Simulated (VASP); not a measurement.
# K8Ta7AgO24 (a cell with a defect) in VASP: single point with PBEsol

Aim: the single point of K8Ta7AgO24 (a cell with a defect) with PBEsol.

Everything below comes from runs of VASP 6.6.1. Logs are shortened: lines on timing, memory, paths and dates and some standing lists are left out, and cuts for length are marked.

**1. The cell of the first run**

The cell holds a defect, 40 atoms: a = 7.971 Å, b = 7.971 Å, c = 7.971 Å, α = 90.00°, β = 90.00°, γ = 90.00°.

**2. Single point, PBEsol, collinear spin**

Contents of INCAR:

```
SYSTEM = K8Ta7AgO24
ALGO = Normal
EDIFF = 1E-6
ENCUT = 520
GGA = PS
GGA_COMPAT = .FALSE.
ISIF = 2
ISMEAR = -1
ISPIN = 2
ISYM = 0
LASPH = .TRUE.
LCHARG = .FALSE.
LMAXMIX = 4
LORBIT = 11
LREAL = Auto
LWAVE = .FALSE.
MAGMOM = 0 0 0 0 0 0 0 0 0.143 0 0 0 0 0 0 0 0.143 0.143 0 0 0 0 0 0 0.143 0 0 0 0.143 0 0 0 0.143 0 0.143 0 0 0 0 0
NBANDS = 182
NELECT = 303.0
NELM = 200
PREC = Accurate
SIGMA = 0.05
```

Contents of KPOINTS:

```
Automatic mesh
0
Gamma
  1 1 1
  0.25 0.25 0.25
```

Contents of POSCAR:

```
K8Ta7AgO24
1.0
    7.9708780000      0.0000000000      0.0000000000
    0.0000000000      7.9708780000      0.0000000000
    0.0000000000      0.0000000000      7.9708780000
K Ag Ta O
8 1 7 24
Direct
    0.0020010000      0.0019440000      0.0026870000
    0.0024210000      0.0023750000      0.4974110000
    0.0023870000      0.4966720000      0.0030660000
    0.0028630000      0.4971250000      0.4978400000
    0.4967300000      0.0023720000      0.0030840000
    0.4971630000      0.0028370000      0.4978640000
    0.4971640000      0.4971250000      0.0035490000
    0.4975700000      0.4975570000      0.4982430000
    0.2497820000      0.2497470000      0.2504640000
    0.2497540000      0.2497670000      0.7504720000
    0.2497170000      0.7497510000      0.2504900000
    0.2498610000      0.7497520000      0.7504760000
    0.7497950000      0.2497840000      0.2505690000
    0.7497470000      0.2497490000      0.7505450000
    0.7497200000      0.7497760000      0.2505260000
    0.7498690000      0.7497600000      0.7505260000
    0.2491360000      0.2490770000      0.9960560000
    0.2504040000      0.2503330000      0.5048270000
    0.2497510000      0.7494860000      0.9998780000
    0.2497580000      0.7500280000      0.5009730000
    0.7495270000      0.2497070000      0.9998670000
    0.7500900000      0.2497680000      0.5009630000
    0.7497690000      0.7497610000      0.0002020000
    0.7497410000      0.7496890000      0.5006100000
    0.9954170000      0.2491180000      0.2497070000
    0.9992140000      0.2497000000      0.7501640000
    0.9992310000      0.7494810000      0.2504370000
    0.9995510000      0.7497150000      0.7503590000
    0.5041920000      0.2503600000      0.2509850000
    0.5003080000      0.2497210000      0.7507310000
    0.5003180000      0.7500280000      0.2503750000
    0.4999630000      0.7496900000      0.7504140000
    0.2491850000      0.9953540000      0.2497790000
    0.2497750000      0.9991820000      0.7501770000
    0.2504390000      0.5041300000      0.2510320000
    0.2496910000      0.5002640000      0.7507280000
    0.7495340000      0.9991970000      0.2504750000
    0.7496930000      0.9995180000      0.7503090000
    0.7500770000      0.5002780000      0.2503480000
    0.7497690000      0.4999410000      0.7504250000
```

Potentials or basis: VASP PAW PBE potentials, release 64 (K_sv, Ag, Ta_pv, O).

Run with:

```sh
$ cat potpaw_PBE.64/K_sv/POTCAR potpaw_PBE.64/Ag/POTCAR potpaw_PBE.64/Ta_pv/POTCAR potpaw_PBE.64/O/POTCAR > POTCAR
$ mpirun -np 1 vasp_std > vasp.out
```

OUTCAR:

```text
SYSTEM = K8Ta7AgO24
   EDIFF = 1E-6
   ENCUT = 520
   GGA = PS
   ISIF = 2
   ISMEAR = -1
   ISPIN = 2
   ISYM = 0
   LASPH = .TRUE.
   LORBIT = 11
   LREAL = Auto
   NELECT = 303.0
   NELM = 200
   PREC = Accurate

 ion  position               nearest neighbor table
   1  0.002  0.002  0.003-  25 2.79  17 2.79  33 2.79  19 2.82  27 2.82  21 2.82  37 2.82  26 2.82
                            34 2.82  23 2.84  28 2.84  38 2.84   9 3.42  11 3.44  10 3.44  13 3.44
   2  0.002  0.002  0.497-  33 2.79  25 2.79  18 2.80  20 2.82  22 2.82  37 2.82  27 2.82  26 2.82
                            34 2.82  24 2.85  28 2.85  38 2.85   9 3.41  11 3.44  13 3.44  10 3.44
   3  0.002  0.497  0.003-  25 2.79  17 2.79  35 2.80  39 2.82  36 2.82  21 2.82  26 2.82  19 2.82
                            27 2.82  40 2.85  23 2.85  28 2.85   9 3.41  10 3.44  13 3.44  11 3.44
   4  0.003  0.497  0.498-  18 2.79  35 2.79  25 2.80  36 2.82  26 2.82  27 2.82  20 2.82  22 2.82
                            39 2.82  28 2.85  40 2.85  24 2.85   9 3.41  11 3.44  10 3.44  13 3.44
   5  0.497  0.002  0.003-  33 2.79  17 2.79  29 2.80  31 2.82  30 2.82  34 2.82  19 2.82  21 2.82
                            37 2.82  32 2.85  23 2.85  38 2.85   9 3.41  10 3.44  11 3.44  13 3.44
   6  0.497  0.003  0.498-  18 2.79  29 2.79  33 2.80  34 2.82  30 2.82  37 2.82  22 2.82  20 2.82
                            31 2.82  38 2.85  32 2.85  24 2.85   9 3.41  13 3.44  10 3.44  11 3.44
   7  0.497  0.497  0.004-  29 2.79  35 2.79  17 2.80  39 2.82  31 2.82  19 2.82  21 2.82  30 2.82
                            36 2.82  23 2.85  32 2.85  40 2.85   9 3.41  13 3.44  11 3.44  10 3.44
   8  0.498  0.498  0.498-  35 2.79  18 2.79  29 2.79  20 2.82  22 2.82  30 2.82  31 2.82  36 2.82
                            39 2.82  24 2.84  32 2.84  40 2.84   9 3.42  13 3.44  11 3.44  10 3.44
   9  0.250  0.250  0.250-  18 2.03  25 2.03  35 2.03  33 2.03  17 2.03  29 2.03   4 3.41   7 3.41
[... 37 lines left out ...]
  39  0.750  0.500  0.250-  15 1.99  13 2.00   3 2.82   7 2.82   4 2.82   8 2.82
  40  0.750  0.500  0.750-  16 1.99  14 1.99   8 2.84   3 2.85   4 2.85   7 2.85

IMPORTANT INFORMATION: All symmetrisations will be switched off!
NOSYMM: (Re-)initialisation of all symmetry stuff for point group C_1.

----------------------------------------------------------------------------------------

                                     Primitive cell

  volume of cell :     506.4289

  direct lattice vectors                    reciprocal lattice vectors
     7.970878000  0.000000000  0.000000000     0.125456694  0.000000000  0.000000000
     0.000000000  7.970878000  0.000000000     0.000000000  0.125456694  0.000000000
     0.000000000  0.000000000  7.970878000     0.000000000  0.000000000  0.125456694

  length of vectors
     7.970878000  7.970878000  7.970878000     0.125456694  0.125456694  0.125456694

  position of ions in fractional coordinates (direct lattice)
     0.002001000  0.001944000  0.002687000
     0.002421000  0.002375000  0.497411000
     0.002387000  0.496672000  0.003066000
     0.002863000  0.497125000  0.497840000
     0.496730000  0.002372000  0.003084000
     0.497163000  0.002837000  0.497864000
[... 32 lines left out ...]
     0.750077000  0.500278000  0.250348000
     0.749769000  0.499941000  0.750425000

  ion indices of the primitive-cell ions
   primitive index   ion index
                 1           1
                 2           2
                 3           3
                 4           4
                 5           5
                 6           6
[... 32 lines left out ...]
                39          39
                40          40

----------------------------------------------------------------------------------------

 KPOINTS: Automatic mesh

Automatic generation of k-mesh.
 Grid dimensions read from file:
 generate k-points for:    1    1    1

 Generating k-lattice:

  Cartesian coordinates                     Fractional coordinates (reciprocal lattice)
     0.125456694  0.000000000  0.000000000     1.000000000  0.000000000  0.000000000
     0.000000000  0.125456694  0.000000000     0.000000000  1.000000000  0.000000000
     0.000000000  0.000000000  0.125456694     0.000000000  0.000000000  1.000000000

  Length of vectors
     0.125456694  0.125456694  0.125456694

  Shift w.r.t. Gamma in fractional coordinates (k-lattice)
     0.250000000  0.250000000  0.250000000

 Subroutine IBZKPT returns following result:
 ===========================================

 Found      4 irreducible k-points:

 Following reciprocal coordinates:
            Coordinates               Weight
  0.250000  0.250000  0.250000      2.000000
 -0.250000  0.250000  0.250000      2.000000
 -0.250000 -0.250000  0.250000      2.000000
  0.250000 -0.250000  0.250000      2.000000
   k-points           NKPTS =      4   k-points in BZ     NKDIM =      4   number of bands    NBANDS=    182
   number of dos      NEDOS =    301   number of ions     NIONS =     40
   total plane-waves  NPLWV = 216000
   dimension x,y,z NGX =    60 NGY =   60 NGZ =   60
   dimension x,y,z NGXF=   120 NGYF=  120 NGZF=  120
   ions per type =               8   1   7  24
   NGX,Y,Z   is equivalent  to a cutoff of  12.51, 12.51, 12.51 a.u.
   NGXF,Y,Z  is equivalent  to a cutoff of  25.03, 25.03, 25.03 a.u.
 SYSTEM =  K8Ta7AgO24
   PREC   = accura    normal or accurate (medium, high low for compatibility)
   ISTART =      0    job   : 0-new  1-cont  2-samecut
   ICHARG =      2    charge: 1-file 2-atom 10-const
   ISPIN  =      2    spin polarized calculation?
   LNONCOLLINEAR =      F non collinear calculations
   LSORBIT =      F    spin-orbit coupling
   LASPH  =      T    aspherical Exc in radial PAW
   ENCUT  =  520.0 eV  38.22 Ry    6.18 a.u.  14.82 14.82 14.82*2*pi/ulx,y,z
   NELM   =    200;   NELMIN=  2; NELMDL= -5     # of ELM steps
   EDIFF  = 0.1E-05   stopping-criterion for ELM
   LREAL  =      T    real-space projection
   EDIFFG = 0.1E-04   stopping-criterion for IOM
   NSW    =      0    number of steps for IOM
   IBRION =     -1    ionic relax: 0-MD 1-quasi-New 2-CG
   NFREE  =      0    steps in history (QN), initial steepest desc. (CG)
   ISIF   =      2    stress and relaxation
   ISYM   =      0    0-nonsym 1-usesym 2-fastsym
   POTIM  = 0.5000    time-step for ionic-motion
   TEBEG  =    0.0;   TEEND  =   0.0 temperature during run
   PSTRESS=    0.0 pullay stress
   NELECT =     303.0000    total number of electrons
   NUPDOWN=      -1.0000    fix difference up-down
   EMIN   =  10.00;   EMAX   =-10.00  energy-range for DOS
   EFERMI =   0.00;   METHOD = LEGACY
   ISMEAR =    -1;   SIGMA  =   0.05  broadening in eV -4-tet -1-fermi 0-gaus
   EFERMI_NEDOS =   21; number of points for ismear=-14 and -15
   IALGO  =     38    algorithm
   IMIX   =      4    mixing-type and parameters
     AMIX     =   0.40;   BMIX     =  1.00
     AMIX_MAG =   1.60;   BMIX_MAG =  1.00
  volume/ion in A,a.u.               =      12.66        85.44
  Fermi-wavevector in a.u.,A,eV,Ry     =   1.379483  2.606844 25.891507  1.902972
  Thomas-Fermi vector in A             =   2.504448
   LORBIT       =     11    0 simple, 1 ext, 2 COOP (PROOUT), +10 PAW based schemes
   GGA     = PS    functional components
   LHFCALC =     F    Hartree Fock is set to
   AEXX    =    0.0000 exact exchange contribution
   IVDW    =     0    specifies the selected vdW correction
   LEPSILON=     F    determine dielectric tensor
   LRPA    =     F    only Hartree local field effects (RPA)
 spin polarized calculation
  energy-cutoff  :      520.00
  volume of cell :      506.43
 maximum number of plane-waves:     13601
   NGX = 29   NGY = 29   NGZ = 29

 number of electron     302.9999854 magnetization       0.0484271

 number of electron     302.9999853 magnetization      -0.0148935

 Free energy of the ion-electron system (eV)
  ---------------------------------------------------
  ext. energy  EPLUGINS =         0.00000000
  ---------------------------------------------------
  free energy    TOTEN  =      -322.91118102 eV

  energy without entropy =     -322.75927122  energy(sigma->0) =     -322.83522612

 E-fermi :   1.5240     XC(G=0): -11.1106

 val. band max:        1.4733372825   @ k =   0.2500   0.2500   0.2500
 cond. band min:       1.8293520065   @ k =   0.2500  -0.2500   0.2500
 fundamental gap:      0.3560147240
 Fermi energy:         1.5240378905

 spin component 1

 k-point     1 :       0.2500    0.2500    0.2500
  band No.  band energies     occupation
      1     -32.5814      1.00000
      2     -32.5809      1.00000
      3     -32.5808      1.00000
      4     -32.4110      1.00000
      5     -32.4109      1.00000
      6     -32.4107      1.00000
[... 653 lines left out ...]
    162       6.4593      0.00000
    163       6.4600      0.00000
 Fermi energy:         1.5240378905

 spin component 2

 k-point     1 :       0.2500    0.2500    0.2500
  band No.  band energies     occupation
      1     -32.5813      1.00000
      2     -32.5808      1.00000
      3     -32.5808      1.00000
      4     -32.4109      1.00000
      5     -32.4108      1.00000
      6     -32.4106      1.00000
[... 653 lines left out ...]
    162       6.4591      0.00000
    163       6.4598      0.00000
 [bands above 163 left out]

------------------------ aborting loop because EDIFF is reached ----------------------------------------

  FORCE on cell =-STRESS in cart. coord.  units (eV):
  Direction    XX          YY          ZZ          XY          YZ          ZX
  --------------------------------------------------------------------------------------
  -------------------------------------------------------------------------------------
  Total       -6.0157769     -6.0141741     -6.0164434      0.0256312      0.0339811      0.0336224
  in kB      -19.0319733    -19.0269025    -19.0340817      0.0810890      0.1075053      0.1063705
  external PRESSURE =     -19.0309859 kB  Pullay stress =       0.0000000 kB

 VOLUME and BASIS-vectors are now :
 -----------------------------------------------------------------------------
  energy-cutoff  :      520.00
  volume of cell :      506.43
      direct lattice vectors                 reciprocal lattice vectors
     7.970878000  0.000000000  0.000000000     0.125456694  0.000000000  0.000000000
     0.000000000  7.970878000  0.000000000     0.000000000  0.125456694  0.000000000
     0.000000000  0.000000000  7.970878000     0.000000000  0.000000000  0.125456694

 POSITION                                       TOTAL-FORCE (eV/Angst)
 -----------------------------------------------------------------------------------
      0.01595      0.01550      0.02142        -0.008313     -0.007575     -0.003105
      0.01930      0.01893      3.96480        -0.013198     -0.012805      0.024504
      0.01903      3.95891      0.02444        -0.013435      0.024452     -0.010803
      0.02282      3.96252      3.96822        -0.026006      0.011585      0.013917
      3.95937      0.01891      0.02458         0.023846     -0.014571     -0.011271
      3.96283      0.02261      3.96841         0.011092     -0.025993      0.012587
[... 32 lines left out ...]
      5.97877      3.98765      1.99549        -0.009929     -0.015142      0.001403
      5.97632      3.98497      5.98155         0.001917     -0.030744      0.000909
 -----------------------------------------------------------------------------------
    total drift:                               -0.001150     -0.002404      0.016313

  FREE ENERGIE OF THE ION-ELECTRON SYSTEM (eV)
  ---------------------------------------------------
  free  energy   TOTEN  =      -322.9111810218 eV

  energy  without entropy=     -322.7592712159  energy(sigma->0) =     -322.83522612

 total charge

# of ion       s       p       d       tot
------------------------------------------
    1        1.959   5.584   0.047   7.590
    2        1.959   5.584   0.046   7.589
    3        1.959   5.584   0.046   7.589
    4        1.959   5.584   0.046   7.589
    5        1.959   5.584   0.046   7.589
    6        1.959   5.584   0.046   7.589
[... 32 lines left out ...]
   39        1.560   3.484   0.000   5.045
   40        1.561   3.480   0.000   5.041
--------------------------------------------------
tot         56.028 172.786  23.763 252.577

 magnetization (x)

# of ion       s       p       d       tot
------------------------------------------
    1        0.000   0.000   0.000   0.000
    2        0.000   0.000   0.000   0.000
    3        0.000   0.000   0.000   0.000
    4        0.000   0.000   0.000   0.000
    5        0.000   0.000   0.000   0.000
    6        0.000   0.000   0.000   0.000
[... 32 lines left out ...]
   39       -0.000  -0.001   0.000  -0.001
   40       -0.000  -0.001   0.000  -0.001
--------------------------------------------------
tot         -0.000  -0.013   0.001  -0.012
```

Wall time 65 min (1 thread of Intel Xeon 8259CL, shared host); peak memory 0.94 GiB.

What came out:

```yaml
Free_energy: -322.9112 eV
Largest_force: 0.069 eV/Å
Net_moment: -0.01 μB per cell
Valence_electrons_inside_the_program's_atomic_spheres: K 7.59; Ag 9.77; Ta 8.81, 8.78 (each value once); O 4.96, 5.04 (each value once)
```

Forces on the atoms (eV/Å):
```
K   -0.008 -0.008 -0.003
K   -0.013 -0.013  0.025
K   -0.013  0.024 -0.011
K   -0.026  0.012  0.014
K    0.024 -0.015 -0.011
K    0.011 -0.026  0.013
K    0.013  0.013 -0.024
K    0.006  0.005  0.008
Ag   0.003  0.001 -0.005
Ta  -0.001 -0.003 -0.001
Ta   0.002 -0.001 -0.003
Ta  -0.002  0.000  0.001
Ta   0.000 -0.003 -0.006
Ta   0.002  0.001 -0.003
Ta   0.002 -0.001 -0.001
Ta  -0.005 -0.003 -0.004
O    0.015  0.015  0.066
O   -0.015 -0.014 -0.061
O    0.000  0.009  0.018
O    0.002 -0.009 -0.018
O    0.009  0.000  0.020
O   -0.010  0.001 -0.016
O    0.001  0.001  0.029
O    0.002  0.002 -0.029
O    0.062  0.014  0.017
O    0.017  0.000  0.008
O    0.016  0.009 -0.001
O    0.032  0.002  0.000
O   -0.065 -0.015 -0.012
O   -0.017  0.002 -0.011
O   -0.018 -0.009  0.001
O   -0.028  0.002  0.000
O    0.014  0.063  0.016
O    0.000  0.017  0.008
O   -0.016 -0.063 -0.013
O    0.003 -0.015 -0.010
O    0.008  0.019 -0.002
O    0.002  0.032  0.001
O   -0.010 -0.015  0.001
O    0.002 -0.031  0.001
```

Levels at points of the mesh, in eV from the Fermi level:
Spin up:
| k point | band 148 | band 149 | band 150 | band 151 | band 152 | band 153 | band 154 | band 155 | band 156 | band 157 |
| --- | --- | --- | --- | --- | --- | --- | --- | --- | --- | --- |
| (0.25, 0.25, 0.25) | -0.22 | -0.14 | -0.12 | -0.12 | -0.05 | 0.31 | 0.31 | 3.20 | 3.27 | 3.27 |
Spin down:
```csv
k point,band 149,band 150,band 151,band 152,band 153,band 154,band 155,band 156
"(0.25, 0.25, 0.25)",-0.14,-0.12,-0.12,-0.05,0.31,0.31,3.20,3.27
```

Caveat: the cell carries a net charge on a neutralising background, which shifts energy and pressure; the cell is charged against a uniform background, so pressure and absolute levels hang on convention; the PAW data sets were made with another functional, which shifts forces and pressure a little; spin-orbit coupling is left out, which moves the levels of the heavy elements.
